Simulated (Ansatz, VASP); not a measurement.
**Fe in VASP and in Ansatz**

```
Fe
1.0
    -1.43900    1.43900    1.43900
     1.43900   -1.43900    1.43900
     1.43900    1.43900   -1.43900
Fe
1
Direct
  0.00000 0.00000 0.00000
```

Alike in both runs: task single point; functional PBEsol; k mesh 12 × 12 × 12; occupations gaussian, width 0.1 eV; collinear spin.

|  | VASP | Ansatz |
| --- | --- | --- |
| version | VASP 6.6.1 | Ansatz 0.2.0 |
| potentials or method | VASP PAW PBE potentials, release 64 (Fe), cutoff 600 eV | PAW, plane waves, scalar-relativistic |
| valence electrons in the cell | 8 | 16 |

Ansatz gave:

| Quantity | Value |
| --- | --- |
| pressure (GPa) | -16.4 |
| net moment per atom (μB) | 2.28 |
| size of the moment on the site where the two differ most (μB) | 2.33 |

Task: Which values does VASP return?

Result: Pressure (GPa): -16.1; net moment per atom (μB): 2.31; size of the moment on the site where the two differ most (μB): 2.31.

VASP's potentials were made for PBE, not for PBEsol. Site moments also hang on the region over which each program counts them. VASP's potentials hold 8 valence electrons a cell and Ansatz's 16, so a difference there can come from the potentials and not from the codes.
